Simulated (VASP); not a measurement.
Here is a VASP 6.6.1 calculation.

File INCAR:

```
SYSTEM = C
ALGO = Normal ; EDIFF = 1E-6
ENCUT = 520 ; ISIF = 2
ISMEAR = 0 ; LASPH = .True.
LCHARG = .False. ; LREAL = .False.
LWAVE = .False. ; NBANDS = 11
NELM = 60 ; PREC = Accurate
SIGMA = 0.05
```

The input KPOINTS:

```
k-points
0
Gamma
  12 12 12
  0 0 0
```

POSCAR

```
C
1.0
    0.0000000000      1.6942300000      1.7834000000
    1.6942300000      0.0000000000      1.7834000000
    1.6942300000      1.6942300000      0.0000000000
C
2
Direct
    0.5000000000      0.5000000000      0.5000000000
    0.7500000000      0.7500000000      0.7500000000
```

Potentials or basis: VASP PAW LDA potentials, release 64 (C).

Command:

```sh
$ cat potpaw_LDA.64/C/POTCAR > POTCAR
$ mpirun -np 1 vasp_std > vasp.out
```

Problem. What does it give for the band gap on the k mesh?

Solution. 3.70 eV, indirect (least direct gap 5.35 eV).

Problem. What does it give for the pressure?

Solution. 40.9 GPa.

Stress tensor (GPa, compression positive):
```
59.43  0.00  0.00
 0.00 59.43  0.00
 0.00  0.00  3.91
```

Caveat: the cell differs from its parent crystal (strain -0.0500 x Voigt [1, 1, 0, 0, 0, 0]). A k mesh can miss the band edges.
